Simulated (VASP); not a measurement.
Write the native input for VASP 6.6.1 that does the following.

| Property | Result |
| --- | --- |
| Task | single point |
| Functional | PBE |
| Potentials or basis | VASP PAW PBE potentials, release 64 (Ta_pv, Be, P) |
| Cutoff | 520 eV |
| k mesh | 6 × 6 × 2 |
| Occupations | gaussian, width 0.1 eV |
| Spin | no spin polarisation |
| Dipole correction | no |
| Further INCAR settings | ALGO = Normal; EDIFF = 1e-06; NBANDS = 24 |

The structure of TaBe2P3 lies in POSCAR:

```
TaBe2P3
1.0
    3.2936638623     -0.0000000029      0.0000000000
   -1.6468319286      2.8523965777      0.0000000000
    0.0000000000      0.0000000000      8.8432009924
Ta Be P
1 2 3
Direct
    0.0000000000      0.0000000000      0.5000000000
    0.3333333333      0.6666666667      0.8587884464
    0.6666666667      0.3333333333      0.1412115536
    0.6666666667      0.3333333333      0.6911572525
    0.0000000000      0.0000000000      0.0000000000
    0.3333333333      0.6666666667      0.3088427475
```

The input as run:

INCAR

```
ALGO     = Normal         # electronic algorithm
EDIFF    = 1E-6           # SCF threshold, eV
ENCUT    = 520            # plane-wave cutoff, eV
GGA      = PE             # functional
ISIF     = 2              # what is computed and relaxed
ISMEAR   = 0              # smearing method
LASPH    = T              # aspherical terms in the spheres
LCHARG   = T              # write CHGCAR
LELF     = T              # ELF
LREAL    = F              # projectors in reciprocal space
LVHAR    = T            
LWAVE    = F              # write WAVECAR
NBANDS   = 24             # bands
NELM     = 80             # most SCF steps
PREC     = Accurate       # precision mode
SIGMA    = 0.1            # smearing width, eV
```

KPOINTS

```
k-points
0
Gamma
  6 6 2
```

Potentials or basis: VASP PAW PBE potentials, release 64 (Ta_pv, Be, P).

Command:

```console
$ cat potpaw_PBE.64/Ta_pv/POTCAR potpaw_PBE.64/Be/POTCAR potpaw_PBE.64/P/POTCAR > POTCAR
$ mpirun -np 1 vasp_std > vasp.out
```

Results of the run:

- Pressure: 0.2 GPa
- Largest force: 0.016 eV/Å
- Band gap on the k mesh: zero (bands 15 and 16 overlap by 1.85 eV)

Caveat: the k points lie up to 0.37 Å⁻¹ apart, too coarse for converged energies and pressures of a metal; spin-orbit coupling is left out, which moves the levels of the heavy elements.

It took 18 s on 1 thread of AMD EPYC 9R45 96-Core Processor (Zen 5), with other jobs on the host, peak memory 0.17 GiB.
